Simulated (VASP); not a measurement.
Write the native input for VASP 6.6.1 that does the following.

- Task: single point
- Functional: PBE
- Potentials or basis: VASP PAW PBE potentials, release 64 (Li_sv, F)
- Cutoff: 520 eV
- k mesh: 10 × 10 × 10
- Occupations: gaussian, width 0.02 eV
- Spin: no spin polarisation
- Dipole correction: no
- Further INCAR settings: ALGO = Normal; EDIFF = 1e-06; NBANDS = 12

The structure of LiF lies in POSCAR:

```
LiF
1.0
    0.0000000000      1.9712654753      1.9712654753
    1.9712654753      0.0000000000      1.9712654753
    1.9712654753      1.9712654753      0.0000000000
Li F
1 1
Direct
    0.5000000000      0.5000000000      0.5000000000
    0.0000000000      0.0000000000      0.0000000000
```

These files were run (other wordings do the same):

INCAR

```
PREC     = Accurate       # precision mode
ENCUT    = 520            # plane-wave cutoff, eV
EDIFF    = 1E-6           # SCF threshold, eV
ISMEAR   = 0              # smearing method
SIGMA    = 0.02           # smearing width, eV
LREAL    = F              # projectors in reciprocal space
LASPH    = T              # aspherical terms in the spheres
NELM     = 60             # most SCF steps
ALGO     = Normal         # electronic algorithm
ISIF     = 2              # what is computed and relaxed
LWAVE    = F              # write WAVECAR
LCHARG   = F              # write CHGCAR
GGA      = PE             # functional
NBANDS   = 12             # bands
```

KPOINTS

```
regular mesh
0
Gamma
  10 10 10
```

Potentials or basis: VASP PAW PBE potentials, release 64 (Li_sv, F).

Run with:

```sh
$ cat potpaw_PBE.64/Li_sv/POTCAR potpaw_PBE.64/F/POTCAR > POTCAR
$ mpirun -np 1 vasp_std > vasp.out
```

Results of the run:

```
Band gap on the k mesh : 9.69 eV
```

It took 5.7 s on 1 thread of AMD EPYC 9R45 96-Core Processor (Zen 5), with other jobs on the host, peak memory 0.1 GiB.
